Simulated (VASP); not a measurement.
# Si2C (P-62m) in VASP: further runs

Runs on Si2C. Level: PBE. Tasks: single point, relaxation of cell and atoms.

All numbers are computed with VASP 6.6.1; they aren't measurements. Logs are shortened: lines on timing, memory, paths and dates and some standing lists are left out, and cuts for length are marked.

### Step 1. The cell of the first run

The structure is hexagonal, space group P-62m (No. 189). The conventional cell has a = 4.471 Å, b = 4.471 Å, c = 3.951 Å, α = 90.00°, β = 90.00°, γ = 120.00°. Si (site symmetry -62m) has 12 Si at 2.54 to 3.49 Å and 6 C at 2.58 Å within 3.5 Å. Within 3.2 Å of Si (site symmetry m2m) lie 4 C at 2.45 Å and 8 Si at 2.50 to 2.76 Å. Within 3.2 Å of C (site symmetry -6) lie 9 Si at 2.45 to 2.58 Å and 3 C at 2.58 Å.

### Step 2. Single point, PBE, collinear spin

INCAR reads:

```
ALGO     = Normal         # electronic algorithm
EDIFF    = 1E-6           # SCF threshold, eV
ENCUT    = 520            # plane-wave cutoff, eV
GGA      = PE             # functional
ISIF     = 2              # what is computed and relaxed
ISMEAR   = 0              # smearing method
ISPIN    = 2              # spin polarisation
LASPH    = True           # aspherical terms in the spheres
LCHARG   = False          # write CHGCAR
LORBIT   = 11             # projections on sites
LREAL    = False          # projectors in reciprocal space
LWAVE    = False          # write WAVECAR
MAGMOM   = 0 0 0 0 1 1    # initial moments
NBANDS   = 25             # bands
NELM     = 150            # most SCF steps
PREC     = Accurate       # precision mode
SIGMA    = 0.1            # smearing width, eV
```

KPOINTS reads:

```
k-points
0
Gamma
  6 6 4
```

POSCAR reads:

```
Si2C
1.0
    4.4705161191      0.0000000000      0.0000000000
   -2.2352580595      3.8715805271      0.0000000000
    0.0000000000      0.0000000000      3.9510994696
Si C
4 2
Direct
    0.0000000000      0.0000000000      0.0000000000
    0.3567325477      0.0000000000      0.5000000000
    0.0000000000      0.3567325477      0.5000000000
    0.6432674523      0.6432674523      0.5000000000
    0.6666666667      0.3333333333      0.0000000000
    0.3333333333      0.6666666667      0.0000000000
```

Potentials or basis: VASP PAW PBE potentials, release 64 (Si, C).

Run with:

```
$ cat potpaw_PBE.64/Si/POTCAR potpaw_PBE.64/C/POTCAR > POTCAR
$ mpirun -np 1 vasp_std > vasp.out
```

OUTCAR:

```text
EDIFF = 1E-6
   ENCUT = 520
   GGA = PE
   ISIF = 2
   ISMEAR = 0
   ISPIN = 2
   LASPH = True
   LORBIT = 11
   LREAL = False
   NELM = 150
   PREC = Accurate

 ion  position               nearest neighbor table
   1  0.000  0.000  0.000-   3 2.54   3 2.54   4 2.54   4 2.54   2 2.54   2 2.54   6 2.58   5 2.58
                             6 2.58   5 2.58   5 2.58   6 2.58
   2  0.357  0.000  0.500-   6 2.45   6 2.45   5 2.45   5 2.45   4 2.50   3 2.50   4 2.50   3 2.50
                             1 2.54   1 2.54   3 2.76   4 2.76
   3  0.000  0.357  0.500-   5 2.45   5 2.45   6 2.45   6 2.45   2 2.50   4 2.50   2 2.50   4 2.50
                             1 2.54   1 2.54   4 2.76   2 2.76
   4  0.643  0.643  0.500-   5 2.45   5 2.45   6 2.45   6 2.45   2 2.50   2 2.50   3 2.50   3 2.50
                             1 2.54   1 2.54   3 2.76   2 2.76
   5  0.667  0.333  0.000-   3 2.45   3 2.45   2 2.45   2 2.45   4 2.45   4 2.45   1 2.58   1 2.58
                             1 2.58
   6  0.333  0.667  0.000-   2 2.45   2 2.45   3 2.45   3 2.45   4 2.45   4 2.45   1 2.58   1 2.58
                             1 2.58

  LATTYP: Found a hexagonal cell.
 ALAT       =     4.4705161191
 C/A-ratio  =     0.8838128226

  Lattice vectors:

 A1 = (   4.4705161191,   0.0000000000,   0.0000000000)
 A2 = (  -2.2352580595,   3.8715805271,   0.0000000000)
 A3 = (   0.0000000000,   0.0000000000,   3.9510994696)

Analysis of symmetry for initial positions (statically):
=====================================================================
 Subroutine PRICEL returns:
 Original cell was already a primitive cell.

 Routine SETGRP: Setting up the symmetry group for a
 hexagonal supercell.

 Subroutine GETGRP returns: Found 12 space group operations
 (whereof 12 operations were pure point group operations)
 out of a pool of 24 trial point group operations.

The static configuration has the point symmetry D_3h.

Analysis of symmetry for dynamics (positions and initial velocities):
=====================================================================
 Subroutine PRICEL returns:
 Original cell was already a primitive cell.

 Routine SETGRP: Setting up the symmetry group for a
 hexagonal supercell.

 Subroutine GETGRP returns: Found 12 space group operations
 (whereof 12 operations were pure point group operations)
 out of a pool of 24 trial point group operations.

The dynamic configuration has the point symmetry D_3h.

Analysis of structural, dynamic, and magnetic symmetry:
=====================================================================
 Subroutine PRICEL returns:
 Original cell was already a primitive cell.
[... 152 lines left out ...]

 number of electron      23.9999999 magnetization      -0.0004707

 Free energy of the ion-electron system (eV)
  ---------------------------------------------------
  ext. energy  EPLUGINS =         0.00000000
  ---------------------------------------------------
  free energy    TOTEN  =       -30.18934373 eV

  energy without entropy =      -30.18144654  energy(sigma->0) =      -30.18539513

 E-fermi :  10.0904     XC(G=0): -11.7162

 val. band max:       10.0444438394   @ k =   0.1667  -0.0000   0.0000
 cond. band min:      10.1972210514   @ k =   0.5000  -0.0000   0.5000
 fundamental gap:      0.1527772120
 Fermi energy:        10.0903524831

 spin component 1

 k-point     1 :       0.0000    0.0000    0.0000
  band No.  band energies     occupation
      1      -5.7283      1.00000
      2       0.8949      1.00000
      3       2.0824      1.00000
      4       3.1153      1.00000
      5       3.7238      1.00000
      6       3.8855      1.00000
[... 556 lines left out ...]
     23      17.2104      0.00000
     24      17.3819      0.00000
 Fermi energy:        10.0903524831

 spin component 2

 k-point     1 :       0.0000    0.0000    0.0000
  band No.  band energies     occupation
      1      -5.7284      1.00000
      2       0.8948      1.00000
      3       2.0823      1.00000
      4       3.1152      1.00000
      5       3.7237      1.00000
      6       3.8854      1.00000
[... 556 lines left out ...]
     23      17.2103      0.00000
     24      17.3819      0.00000
 [bands above 24 left out]

------------------------ aborting loop because EDIFF is reached ----------------------------------------

  FORCE on cell =-STRESS in cart. coord.  units (eV):
  Direction    XX          YY          ZZ          XY          YZ          ZX
  --------------------------------------------------------------------------------------
  -------------------------------------------------------------------------------------
  Total       -0.0798532     -0.0798532     -0.0253625     -0.0000000     -0.0000000      0.0000000
  in kB       -1.8708503     -1.8708503     -0.5942092     -0.0000000     -0.0000000      0.0000000
  external PRESSURE =      -1.4453033 kB  Pullay stress =       0.0000000 kB

 VOLUME and BASIS-vectors are now :
 -----------------------------------------------------------------------------
  energy-cutoff  :      520.00
  volume of cell :       68.39
      direct lattice vectors                 reciprocal lattice vectors
     4.470516119  0.000000000  0.000000000     0.223687819  0.129146222  0.000000000
    -2.235258060  3.871580527  0.000000000     0.000000000  0.258292445  0.000000000
     0.000000000  0.000000000  3.951099470     0.000000000  0.000000000  0.253094109

 POSITION                                       TOTAL-FORCE (eV/Angst)
 -----------------------------------------------------------------------------------
      0.00000      0.00000      0.00000         0.000000     -0.000000      0.000000
      1.59478      0.00000      1.97555        -0.000115     -0.000000     -0.000000
     -0.79739      1.38112      1.97555         0.000057     -0.000099      0.000000
      1.43787      2.49046      1.97555         0.000057      0.000099      0.000000
      2.23526      1.29053      0.00000        -0.000000      0.000000      0.000000
     -0.00000      2.58105      0.00000         0.000000      0.000000      0.000000
 -----------------------------------------------------------------------------------
    total drift:                               -0.000000     -0.000000      0.000000

  FREE ENERGIE OF THE ION-ELECTRON SYSTEM (eV)
  ---------------------------------------------------
  free  energy   TOTEN  =       -30.1893437334 eV

  energy  without entropy=      -30.1814465360  energy(sigma->0) =      -30.18539513

 total charge

# of ion       s       p       d       tot
------------------------------------------
    1        0.831   0.714   0.000   1.545
    2        0.809   0.736   0.000   1.546
    3        0.809   0.736   0.000   1.546
    4        0.809   0.736   0.000   1.546
    5        0.988   1.143   0.000   2.131
    6        0.988   1.143   0.000   2.131
--------------------------------------------------
tot          5.234   5.209   0.000  10.443

 magnetization (x)

# of ion       s       p       d       tot
------------------------------------------
    1        0.000   0.000   0.000   0.000
    2        0.000   0.000   0.000   0.000
    3        0.000   0.000   0.000   0.000
    4        0.000   0.000   0.000   0.000
    5       -0.000  -0.000   0.000  -0.000
    6       -0.000  -0.000   0.000  -0.000
--------------------------------------------------
tot         -0.000  -0.000   0.000  -0.000
```

Wall time 1.9 min (1 thread of Intel Xeon 8259CL, shared host); peak memory 0.23 GiB.

Results:

| Quantity | Value |
| --- | --- |
| Free energy | -30.1893 eV |
| Pressure | -0.1 GPa |
| Band gap on the k mesh | zero (filled and empty bands overlap) |
| Net moment | 0.00 μB per cell |
| Valence electrons inside the program's atomic spheres | Si 1.54, 1.55 (each value once); C 2.13 |

Caveat: the k points lie up to 0.40 Å⁻¹ apart, too coarse for converged energies and pressures of a metal.

### Step 3. Single point, PBE

This run uses another cell than the first one, of 10.96 Å³/atom.

INCAR reads:

```
SYSTEM = Si2C
  PREC = Accurate
  ENCUT = 520
  EDIFF = 1E-7
  ISMEAR = 0
  SIGMA = 0.1
  LREAL = .False.
  LASPH = .True.
  NELM = 100
  ALGO = Normal
  ISIF = 2
  LWAVE = .False.
  LCHARG = .False.
  GGA = PE
  NBANDS = 21
```

KPOINTS reads:

```
Automatic mesh
0
Gamma
  12 12 14
  0 0 0
```

POSCAR reads:

```
Si2C
1.0
    5.2719670094      0.0000000000      0.0000000000
   -2.6359835047      4.5656573581      0.0000000000
    0.0000000000      0.0000000000      2.7329678072
Si C
4 2
Direct
    0.0000000000      0.0000000000      0.0000000000
    0.4128705141      0.0000000000      0.5000000000
    0.0000000000      0.4128705141      0.5000000000
    0.5871294859      0.5871294859      0.5000000000
    0.6666666667      0.3333333333      0.0000000000
    0.3333333333      0.6666666667      0.0000000000
```

Potentials or basis: VASP PAW PBE potentials, release 64 (Si, C).

Run with:

```
$ cat potpaw_PBE.64/Si/POTCAR potpaw_PBE.64/C/POTCAR > POTCAR
$ mpirun -np 1 vasp_std > vasp.out
```

OUTCAR:

```text
SYSTEM = Si2C
   PREC = Accurate
   ENCUT = 520
   EDIFF = 1E-7
   ISMEAR = 0
   LREAL = .False.
   LASPH = .True.
   NELM = 100
   ISIF = 2
   GGA = PE

 ion  position               nearest neighbor table
   1  0.000  0.000  0.000-   2 2.57   2 2.57   4 2.57   3 2.57   3 2.57   4 2.57
   2  0.413  0.000  0.500-   6 2.10   6 2.10   5 2.10   5 2.10   1 2.57   1 2.57   3 2.75   4 2.75
                             4 2.75   3 2.75
   3  0.000  0.413  0.500-   5 2.10   5 2.10   6 2.10   6 2.10   1 2.57   1 2.57   4 2.75   4 2.75
                             2 2.75   2 2.75
   4  0.587  0.587  0.500-   6 2.10   6 2.10   5 2.10   5 2.10   1 2.57   1 2.57   3 2.75   3 2.75
                             2 2.75   2 2.75
   5  0.667  0.333  0.000-   3 2.10   3 2.10   2 2.10   2 2.10   4 2.10   4 2.10
   6  0.333  0.667  0.000-   2 2.10   2 2.10   3 2.10   3 2.10   4 2.10   4 2.10

  LATTYP: Found a hexagonal cell.
 ALAT       =     5.2719670094
 C/A-ratio  =     0.5183962271

  Lattice vectors:

 A1 = (   5.2719670094,   0.0000000000,   0.0000000000)
 A2 = (  -2.6359835047,   4.5656573581,   0.0000000000)
 A3 = (   0.0000000000,   0.0000000000,   2.7329678072)

Analysis of symmetry for initial positions (statically):
=====================================================================
 Subroutine PRICEL returns:
 Original cell was already a primitive cell.

 Routine SETGRP: Setting up the symmetry group for a
 hexagonal supercell.

 Subroutine GETGRP returns: Found 12 space group operations
 (whereof 12 operations were pure point group operations)
 out of a pool of 24 trial point group operations.

The static configuration has the point symmetry D_3h.

Analysis of symmetry for dynamics (positions and initial velocities):
=====================================================================
 Subroutine PRICEL returns:
 Original cell was already a primitive cell.

[... 137 lines left out ...]
  Fermi-wavevector in a.u.,A,eV,Ry     =   1.169791  2.210585 18.618373  1.368412
  Thomas-Fermi vector in A             =   2.306259
   LORBIT       =      0    0 simple, 1 ext, 2 COOP (PROOUT), +10 PAW based schemes
   GGA     = PE    functional components
   LHFCALC =     F    Hartree Fock is set to
   AEXX    =    0.0000 exact exchange contribution
   IVDW    =     0    specifies the selected vdW correction
   LEPSILON=     F    determine dielectric tensor
   LRPA    =     F    only Hartree local field effects (RPA)
 non-spin polarized calculation
 Gauss-broadening in eV      SIGMA  =   0.10
  energy-cutoff  :      520.00
  volume of cell :       65.78
 maximum number of plane-waves:      1796
 NGX is ok and might be reduce to    40
   NGX = 19   NGY = 19   NGZ = 11

 number of electron      24.0000000 magnetization

 Free energy of the ion-electron system (eV)
  ---------------------------------------------------
  ext. energy  EPLUGINS =         0.00000000
  ---------------------------------------------------
  free energy    TOTEN  =       -35.16588959 eV

  energy without entropy =      -35.16021545  energy(sigma->0) =      -35.16305252

 E-fermi :  10.6149     XC(G=0): -11.7404

 val. band max:       10.6048905730   @ k =   0.3333   0.1667   0.5000
 cond. band min:      10.6173123915   @ k =   0.2500   0.0833   0.2143
 fundamental gap:      0.0124218185
 Fermi energy:        10.6149408384

 k-point     1 :       0.0000    0.0000    0.0000
  band No.  band energies     occupation
      1      -6.1578      2.00000
      2      -2.4001      2.00000
      3       0.6698      2.00000
      4       0.6698      2.00000
      5       1.0297      2.00000
      6       3.0630      2.00000
[... 565 lines left out ...]
     20      18.1816      0.00000
     21      18.5729      0.00000

 [... further k-points ...]

------------------------ aborting loop because EDIFF is reached ----------------------------------------

  FORCE on cell =-STRESS in cart. coord.  units (eV):
  Direction    XX          YY          ZZ          XY          YZ          ZX
  --------------------------------------------------------------------------------------
  -------------------------------------------------------------------------------------
  Total        0.0154594      0.0154594      0.0262434      0.0000000     -0.0000000      0.0000000
  in kB        0.3765240      0.3765240      0.6391755      0.0000000     -0.0000000      0.0000000
  external PRESSURE =       0.4640745 kB  Pullay stress =       0.0000000 kB

 VOLUME and BASIS-vectors are now :
 -----------------------------------------------------------------------------
  energy-cutoff  :      520.00
  volume of cell :       65.78
      direct lattice vectors                 reciprocal lattice vectors
     5.271967009  0.000000000  0.000000000     0.189682522  0.109513255  0.000000000
    -2.635983505  4.565657358  0.000000000     0.000000000  0.219026511  0.000000000
     0.000000000  0.000000000  2.732967807     0.000000000  0.000000000  0.365902590

 POSITION                                       TOTAL-FORCE (eV/Angst)
 -----------------------------------------------------------------------------------
      0.00000      0.00000      0.00000        -0.000000      0.000000      0.000000
      2.17664      0.00000      1.36648        -0.007434      0.000000      0.000000
     -1.08832      1.88503      1.36648         0.003717     -0.006438      0.000000
      1.54766      2.68063      1.36648         0.003717      0.006438      0.000000
      2.63598      1.52189      0.00000         0.000000      0.000000      0.000000
     -0.00000      3.04377      0.00000         0.000000      0.000000      0.000000
 -----------------------------------------------------------------------------------
    total drift:                               -0.000000     -0.000000     -0.000000

  FREE ENERGIE OF THE ION-ELECTRON SYSTEM (eV)
  ---------------------------------------------------
  free  energy   TOTEN  =       -35.1658895930 eV

  energy  without entropy=      -35.1602154450  energy(sigma->0) =      -35.16305252
```

stdout:

```text
POSCAR found type information on POSCAR SiC
 POSCAR found :  2 types and       6 ions
 scaLAPACK will be used
 LDA part: xc-table for (Slater+PW92), standard interpolation
 POSCAR, INCAR and KPOINTS ok, starting setup
 FFT: planning ... GRIDC
 FFT: planning ... GRID_SOFT
 FFT: planning ... GRID
 WAVECAR not read
 entering main loop
```

Run time: 3.7 min. Hardware: 1 thread of Intel Xeon 8259CL, shared host; peak memory 0.29 GiB.

What came out:

```yaml
Free_energy: -35.1659 eV
Pressure: 0.0 GPa
Largest_force: 0.007 eV/Å
Band_gap_on_the_k_mesh: zero (bands 12 and 13 overlap by 5.80 eV)
```

Forces in eV/Å, atoms in the order of the input:
```
Si   0.000  0.000  0.000
Si  -0.007  0.000  0.000
Si   0.004 -0.006  0.000
Si   0.004  0.006  0.000
C    0.000  0.000  0.000
C    0.000  0.000  0.000
```

Levels at points of the mesh, in eV from the Fermi level:
| k point | band 8 | band 9 | band 10 | band 11 | band 12 | band 13 | band 14 | band 15 | band 16 | band 17 |
| --- | --- | --- | --- | --- | --- | --- | --- | --- | --- | --- |
| (0.00, 0.00, 0.00) | -1.78 | -0.62 | -0.62 | -0.23 | 2.56 | 4.13 | 5.44 | 5.44 | 6.02 | 6.02 |
| (0.50, 0.00, 0.00) | -3.47 | -2.43 | -1.30 | -0.82 | 0.50 | 2.96 | 4.29 | 4.66 | 5.00 | 5.19 |
| (0.00, 0.00, 0.50) | -4.98 | -3.77 | -3.77 | -3.53 | -3.53 | -2.49 | -2.49 | 2.02 | 2.02 | 6.39 |
| (0.50, 0.00, 0.50) | -4.80 | -3.15 | -2.61 | -1.65 | -0.90 | 0.16 | 0.68 | 1.10 | 1.58 | 1.58 |

### Step 4. Single point, PBE, collinear spin

This run uses another cell than the first one, of 14.40 Å³/atom.

INCAR reads:

```
PREC     = Accurate       # precision mode
ENCUT    = 520            # plane-wave cutoff, eV
EDIFF    = 1E-7           # SCF threshold, eV
ISMEAR   = 0              # smearing method
SIGMA    = 0.1            # smearing width, eV
LREAL    = False          # projectors in reciprocal space
LASPH    = True           # aspherical terms in the spheres
NELM     = 150            # most SCF steps
ALGO     = Normal         # electronic algorithm
ISIF     = 2              # what is computed and relaxed
LWAVE    = False          # write WAVECAR
LCHARG   = True           # write CHGCAR
ISPIN    = 2              # spin polarisation
MAGMOM   = 0 0 0 0 1 1    # initial moments
LORBIT   = 11             # projections on sites
GGA      = PE             # functional
LELF     = True           # ELF
LVHAR    = True         
NBANDS   = 25             # bands
```

KPOINTS reads:

```
Automatic mesh
0
Gamma
  6 6 4
```

POSCAR reads:

```
Si2C
1.0
    4.7379708900      0.0000000000      0.0000000000
   -2.3689854500      4.1032031600      0.0000000000
    0.0000000000      0.0000000000      4.4448845600
Si C
4 2
Direct
    0.0000000000      0.0000000000      0.0000000000
    0.3333333300      0.0000000000      0.5000000000
    0.0000000000      0.3333333300      0.5000000000
    0.6666666700      0.6666666700      0.5000000000
    0.6666666700      0.3333333300      0.0000000000
    0.3333333300      0.6666666700      0.0000000000
```

Run with:

```
$ cat potpaw_PBE.64/Si/POTCAR potpaw_PBE.64/C/POTCAR > POTCAR
$ mpirun -np 1 vasp_std > vasp.out
```

It took 3 min on 1 thread of Intel Xeon 8259CL, shared host; peak memory 0.26 GiB.

It converged, with:

```yaml
Free_energy: -28.8502 eV
Pressure: -16.5 GPa
Largest_force: 0.510 eV/Å
Band_gap_on_the_k_mesh: zero (filled and empty bands overlap)
Net_moment: 0.00 μB per cell
Valence_electrons_inside_the_program's_atomic_spheres: Si 1.47, 1.48 (each value once); C 2.04
```

Forces on the atoms (eV/Å):
```
Si   0.000  0.000  0.000
Si   0.510  0.000  0.000
Si  -0.255  0.441  0.000
Si  -0.255 -0.441  0.000
C    0.000  0.000  0.000
C    0.000  0.000  0.000
```

Stress tensor (GPa, compression positive):
```
-15.44   0.00   0.00
  0.00 -15.44   0.00
  0.00   0.00 -18.55
```

Levels at points of the mesh, in eV from the Fermi level:
Spin up:
| k point | band 9 | band 10 | band 11 | band 12 | band 13 | band 14 | band 15 | band 16 |
| --- | --- | --- | --- | --- | --- | --- | --- | --- |
| (0.00, 0.00, 0.00) | -4.18 | -1.12 | -0.49 | -0.02 | 0.16 | 0.31 | 0.31 | 0.90 |
| (0.50, 0.00, 0.00) | -2.50 | -1.25 | -1.12 | -0.57 | -0.03 | 0.41 | 1.52 | 1.53 |
| (0.00, 0.00, 0.50) | -3.29 | -3.29 | -2.76 | -2.76 | -2.34 | -2.34 | 0.70 | 2.27 |
| (0.50, 0.00, 0.50) | -0.56 | 0.22 | 0.78 | 1.07 | 1.47 | 2.45 | 2.46 | 2.51 |
Spin down:
```tsv
k point	band 10	band 11	band 12	band 13	band 14	band 15
(0.00, 0.00, 0.00)	-1.12	-0.49	-0.02	0.16	0.31	0.31
(0.50, 0.00, 0.00)	-1.25	-1.12	-0.57	-0.03	0.41	1.52
(0.00, 0.00, 0.50)	-3.29	-2.76	-2.76	-2.34	-2.34	0.70
(0.50, 0.00, 0.50)	0.22	0.78	1.07	1.47	2.45	2.46
```

Caveat: the cell stands under tension.

(Continued in part 2 of 2.)
